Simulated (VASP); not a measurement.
# CdTe (I-4m2) in VASP: further runs

Runs on CdTe. Level: PBE. Tasks: single point.

Program: VASP 6.6.1. These are calculated values, not measurements. Logs are shortened: lines on timing, memory, paths and dates and some standing lists are left out, and cuts for length are marked.

## Step 1: The cell of the first run

Symmetry: I-4m2, No. 119, tetragonal system. The conventional cell has a = 4.465 Å, b = 4.465 Å, c = 6.602 Å, α = 90.00°, β = 90.00°, γ = 90.00°. Cd (site symmetry -4m2) has 4 Te at 2.78 Å within 3.7 Å. Within 3.7 Å of Te (site symmetry -4m2) lie 4 Cd at 2.78 Å.

## Step 2: Single point, PBE (strain -0.015 along x and y, +0.030 along z)

File INCAR:

```
SYSTEM = CdTe
  ALGO = Normal
  EDIFF = 1E-6
  ENCUT = 520
  GGA = PE
  ISIF = 2
  ISMEAR = 0
  LASPH = .True.
  LCHARG = .False.
  LREAL = .False.
  LWAVE = .False.
  NBANDS = 16
  NELM = 80
  PREC = Accurate
  SIGMA = 0.05
```

File KPOINTS:

```
k-points
0
Gamma
  8 8 8
  0 0 0
```

File POSCAR:

```
CdTe
1.0
    0.0000000000      3.1569250000      3.3011500000
    3.1569250000      0.0000000000      3.3011500000
    3.1569250000      3.1569250000      0.0000000000
Cd Te
1 1
Direct
    0.0000000000      0.0000000000      0.0000000000
    0.7500000000      0.7500000000      0.7500000000
```

Potentials or basis: VASP PAW PBE potentials, release 64 (Cd, Te).

Run with:

```
cat potpaw_PBE.64/Cd/POTCAR potpaw_PBE.64/Te/POTCAR > POTCAR
mpirun -np 1 vasp_std > vasp.out
```

OUTCAR:

```text
SYSTEM = CdTe
   EDIFF = 1E-6
   ENCUT = 520
   GGA = PE
   ISIF = 2
   ISMEAR = 0
   LASPH = .True.
   LREAL = .False.
   NELM = 80
   PREC = Accurate

 ion  position               nearest neighbor table
   1  0.000  0.000  0.000-   2 2.78   2 2.78   2 2.78   2 2.78
   2  0.750  0.750  0.750-   1 2.78   1 2.78   1 2.78   1 2.78

  LATTYP: Found a body centered tetragonal cell.
 ALAT       =     4.4645661504
 C/A-ratio  =     1.4788223038

  Lattice vectors:

 A1 = (  -3.1569250000,   0.0000000000,   3.3011500000)
 A2 = (   3.1569250000,   0.0000000000,   3.3011500000)
 A3 = (   0.0000000000,   3.1569250000,  -3.3011500000)

Analysis of symmetry for initial positions (statically):
=====================================================================
 Subroutine PRICEL returns:
 Original cell was already a primitive cell.

 Routine SETGRP: Setting up the symmetry group for a
 body centered tetragonal supercell.

 Subroutine GETGRP returns: Found  8 space group operations
 (whereof  8 operations were pure point group operations)
 out of a pool of 16 trial point group operations.

The static configuration has the point symmetry D_2d.

Analysis of symmetry for dynamics (positions and initial velocities):
=====================================================================
 Subroutine PRICEL returns:
 Original cell was already a primitive cell.

 Routine SETGRP: Setting up the symmetry group for a
 body centered tetragonal supercell.

 Subroutine GETGRP returns: Found  8 space group operations
 (whereof  8 operations were pure point group operations)
 out of a pool of 16 trial point group operations.

The dynamic configuration has the point symmetry D_2d.

 Subroutine INISYM returns: Found  8 space group operations
 (whereof  8 operations are pure point group operations),
 and found     1 'primitive' translations

----------------------------------------------------------------------------------------

                                     Primitive cell

  volume of cell :      65.7997

  direct lattice vectors                    reciprocal lattice vectors
     0.000000000  3.156925000  3.301150000    -0.158381970  0.158381970  0.151462369
     3.156925000  0.000000000  3.301150000     0.158381970 -0.158381970  0.151462369
     3.156925000  3.156925000  0.000000000     0.158381970  0.158381970 -0.151462369

  length of vectors
     4.567687246  4.567687246  4.464566150     0.270389619  0.270389619  0.270389619

  position of ions in fractional coordinates (direct lattice)
     0.000000000  0.000000000  0.000000000
     0.750000000  0.750000000  0.750000000

  ion indices of the primitive-cell ions
   primitive index   ion index
                 1           1
                 2           2

----------------------------------------------------------------------------------------

 KPOINTS: k-points

Automatic generation of k-mesh.
 Grid dimensions read from file:
 generate k-points for:    8    8    8

 Generating k-lattice:

  Cartesian coordinates                     Fractional coordinates (reciprocal lattice)
    -0.019797746  0.019797746  0.018932796     0.125000000  0.000000000  0.000000000
     0.019797746 -0.019797746  0.018932796     0.000000000  0.125000000  0.000000000
     0.019797746  0.019797746 -0.018932796     0.000000000  0.000000000  0.125000000

  Length of vectors
     0.033798702  0.033798702  0.033798702

  Shift w.r.t. Gamma in fractional coordinates (k-lattice)
     0.000000000  0.000000000  0.000000000

 Subroutine IBZKPT returns following result:
 ===========================================

 Found     59 irreducible k-points:

 Following reciprocal coordinates:
            Coordinates               Weight
  0.000000  0.000000  0.000000      1.000000
  0.125000  0.000000  0.000000      8.000000
  0.250000  0.000000  0.000000      8.000000
  0.375000 -0.000000  0.000000      8.000000
  0.500000  0.000000  0.000000      4.000000
  0.125000  0.125000  0.000000      2.000000
[... 16 lines left out ...]
  0.250000  0.000000  0.125000     16.000000
  0.375000  0.000000  0.125000     16.000000
 [... further k-points ...]
   k-points           NKPTS =     59   k-points in BZ     NKDIM =     59   number of bands    NBANDS=     16
   number of dos      NEDOS =    301   number of ions     NIONS =      2
   total plane-waves  NPLWV =  46656
   dimension x,y,z NGX =    36 NGY =   36 NGZ =   36
   dimension x,y,z NGXF=    72 NGYF=   72 NGZF=   72
   ions per type =               1   1
   NGX,Y,Z   is equivalent  to a cutoff of  13.10, 13.10, 13.41 a.u.
   NGXF,Y,Z  is equivalent  to a cutoff of  26.21, 26.21, 26.81 a.u.
 SYSTEM =  CdTe
   PREC   = accura    normal or accurate (medium, high low for compatibility)
   ISTART =      0    job   : 0-new  1-cont  2-samecut
   ICHARG =      2    charge: 1-file 2-atom 10-const
   ISPIN  =      1    spin polarized calculation?
   LNONCOLLINEAR =      F non collinear calculations
   LSORBIT =      F    spin-orbit coupling
   LASPH  =      T    aspherical Exc in radial PAW
   ENCUT  =  520.0 eV  38.22 Ry    6.18 a.u.   8.49  8.49  8.30*2*pi/ulx,y,z
   NELM   =     80;   NELMIN=  2; NELMDL= -5     # of ELM steps
   EDIFF  = 0.1E-05   stopping-criterion for ELM
   LREAL  =      F    real-space projection
   EDIFFG = 0.1E-04   stopping-criterion for IOM
   NSW    =      0    number of steps for IOM
   IBRION =     -1    ionic relax: 0-MD 1-quasi-New 2-CG
   NFREE  =      0    steps in history (QN), initial steepest desc. (CG)
   ISIF   =      2    stress and relaxation
   ISYM   =      2    0-nonsym 1-usesym 2-fastsym
   POTIM  = 0.5000    time-step for ionic-motion
   TEBEG  =    0.0;   TEEND  =   0.0 temperature during run
   PSTRESS=    0.0 pullay stress
   NELECT =      18.0000    total number of electrons
   NUPDOWN=      -1.0000    fix difference up-down
   EMIN   =  10.00;   EMAX   =-10.00  energy-range for DOS
   EFERMI =   0.00;   METHOD = LEGACY
   ISMEAR =     0;   SIGMA  =   0.05  broadening in eV -4-tet -1-fermi 0-gaus
   EFERMI_NEDOS =   21; number of points for ismear=-14 and -15
   IALGO  =     38    algorithm
   IMIX   =      4    mixing-type and parameters
     AMIX     =   0.40;   BMIX     =  1.00
     AMIX_MAG =   1.60;   BMIX_MAG =  1.00
  volume/ion in A,a.u.               =      32.90       222.02
  Fermi-wavevector in a.u.,A,eV,Ry     =   1.062734  2.008275 15.366456  1.129403
  Thomas-Fermi vector in A             =   2.198194
   LORBIT       =      0    0 simple, 1 ext, 2 COOP (PROOUT), +10 PAW based schemes
   GGA     = PE    functional components
   LHFCALC =     F    Hartree Fock is set to
   AEXX    =    0.0000 exact exchange contribution
   IVDW    =     0    specifies the selected vdW correction
   LEPSILON=     F    determine dielectric tensor
   LRPA    =     F    only Hartree local field effects (RPA)
 non-spin polarized calculation
 Gauss-broadening in eV      SIGMA  =   0.05
  energy-cutoff  :      520.00
  volume of cell :       65.80
 maximum number of plane-waves:      1795
 NGX is ok and might be reduce to    36
   NGX = 17   NGY = 17   NGZ = 17

 number of electron      17.9999997 magnetization

 Free energy of the ion-electron system (eV)
  ---------------------------------------------------
  ext. energy  EPLUGINS =         0.00000000
  ---------------------------------------------------
  free energy    TOTEN  =        -4.72167599 eV

  energy without entropy =       -4.72167599  energy(sigma->0) =       -4.72167599

 E-fermi :   2.9441     XC(G=0):  -8.7372

 val. band max:        2.7128458421   @ k =   0.0000   0.0000   0.0000
 cond. band min:       3.5267193704   @ k =   0.0000   0.0000   0.0000
 fundamental gap:      0.8138735283
 Fermi energy:         2.9441326180

 k-point     1 :       0.0000    0.0000    0.0000
  band No.  band energies     occupation
      1      -8.7089      2.00000
      2      -5.7553      2.00000
      3      -5.7432      2.00000
      4      -5.7432      2.00000
      5      -5.4666      2.00000
      6      -5.4580      2.00000
[... 8 lines left out ...]
     15      11.7125      0.00000
     16      12.3067      0.00000

 k-point     2 :       0.1250    0.0000    0.0000
  band No.  band energies     occupation
      1      -8.6457      2.00000
      2      -5.7401      2.00000
      3      -5.7310      2.00000
      4      -5.6999      2.00000
      5      -5.4665      2.00000
      6      -5.4599      2.00000
[... 8 lines left out ...]
     15      11.1403      0.00000
     16      11.5521      0.00000

 k-point     3 :       0.2500    0.0000    0.0000
  band No.  band energies     occupation
      1      -8.4923      2.00000
      2      -5.7133      2.00000
      3      -5.7034      2.00000
      4      -5.5426      2.00000
      5      -5.4621      2.00000
      6      -5.4607      2.00000
[... 8 lines left out ...]
     15      11.2155      0.00000
     16      11.2182      0.00000

 k-point     4 :       0.3750   -0.0000    0.0000
  band No.  band energies     occupation
      1      -8.3402      2.00000
      2      -5.6920      2.00000
      3      -5.6798      2.00000
      4      -5.4594      2.00000
      5      -5.4565      2.00000
      6      -5.2620      2.00000
[... 8 lines left out ...]
     15      11.9130      0.00000
     16      12.0599      0.00000
[... 324 lines left out ...]
 k-point    22 :       0.1250    0.0000    0.1250
  band No.  band energies     occupation
      1      -8.6229      2.00000
      2      -5.7323      2.00000
      3      -5.7187      2.00000
      4      -5.6975      2.00000
      5      -5.4663      2.00000
      6      -5.4587      2.00000
[... 8 lines left out ...]
     15      11.3762      0.00000
     16      11.9820      0.00000

 k-point    23 :       0.2500    0.0000    0.1250
  band No.  band energies     occupation
      1      -8.4987      2.00000
      2      -5.7080      2.00000
      3      -5.6930      2.00000
      4      -5.5915      2.00000
      5      -5.4616      2.00000
      6      -5.4505      2.00000
[... 8 lines left out ...]
     15      11.7704      0.00000
     16      12.2167      0.00000

 k-point    24 :       0.3750    0.0000    0.1250
  band No.  band energies     occupation
      1      -8.3474      2.00000
      2      -5.6852      2.00000
      3      -5.6683      2.00000
      4      -5.4949      2.00000
      5      -5.4505      2.00000
      6      -5.3012      2.00000
[... 8 lines left out ...]
     15      11.9294      0.00000
     16      12.5985      0.00000

 [... further k-points ...]

------------------------ aborting loop because EDIFF is reached ----------------------------------------

  FORCE on cell =-STRESS in cart. coord.  units (eV):
  Direction    XX          YY          ZZ          XY          YZ          ZX
  --------------------------------------------------------------------------------------
  -------------------------------------------------------------------------------------
  Total        1.8904283      1.8904283      1.6213275      0.0000000      0.0000000      0.0000000
  in kB       46.0306401     46.0306401     39.4782188      0.0000000      0.0000000      0.0000000
  external PRESSURE =      43.8464997 kB  Pullay stress =       0.0000000 kB

 VOLUME and BASIS-vectors are now :
 -----------------------------------------------------------------------------
  energy-cutoff  :      520.00
  volume of cell :       65.80
      direct lattice vectors                 reciprocal lattice vectors
     0.000000000  3.156925000  3.301150000    -0.158381970  0.158381970  0.151462369
     3.156925000  0.000000000  3.301150000     0.158381970 -0.158381970  0.151462369
     3.156925000  3.156925000  0.000000000     0.158381970  0.158381970 -0.151462369

 POSITION                                       TOTAL-FORCE (eV/Angst)
 -----------------------------------------------------------------------------------
      0.00000      0.00000      0.00000        -0.000000      0.000000     -0.000000
      4.73539      4.73539      4.95172         0.000000     -0.000000      0.000000
 -----------------------------------------------------------------------------------
    total drift:                                0.000000      0.000000      0.000001

  FREE ENERGIE OF THE ION-ELECTRON SYSTEM (eV)
  ---------------------------------------------------
  free  energy   TOTEN  =        -4.7216759862 eV

  energy  without entropy=       -4.7216759862  energy(sigma->0) =       -4.72167599
```

It took 88 s on 1 thread of Intel Xeon 8259CL, shared host; peak memory 0.24 GiB.

What came out:

| Item | Value |
| --- | --- |
| Free energy | -4.7217 eV |
| Pressure | 4.4 GPa |
| Band gap on the k mesh | 0.81 eV |

Levels at points of the mesh, in eV from the valence-band top:
```
           k point  band 5  band 6  band 7  band 8  band 9  band 10  band 11  band 12  band 13  band 14
(0.00, 0.00, 0.00)   -8.18   -8.17   -0.17    0.00    0.00     0.81     4.53     4.53     4.54     7.45
(0.50, 0.00, 0.00)   -8.16   -7.80   -4.67   -0.99   -0.76     1.78     5.01     5.26     7.06     8.70
(0.50, 0.50, 0.00)   -8.14   -7.70   -4.67   -1.90   -1.90     2.61     2.84     8.74     9.25     9.25
(0.50, 0.00, 0.50)   -8.14   -7.62   -4.45   -2.13   -2.06     2.42     2.50     9.03     9.06     9.33
```

Caveat: the cell differs from its parent crystal (strain -0.015 along x and y, +0.030 along z); the cell stands under pressure; spin-orbit coupling is left out, which moves the levels of the heavy elements.

(Part 1 of 3 ends here.)
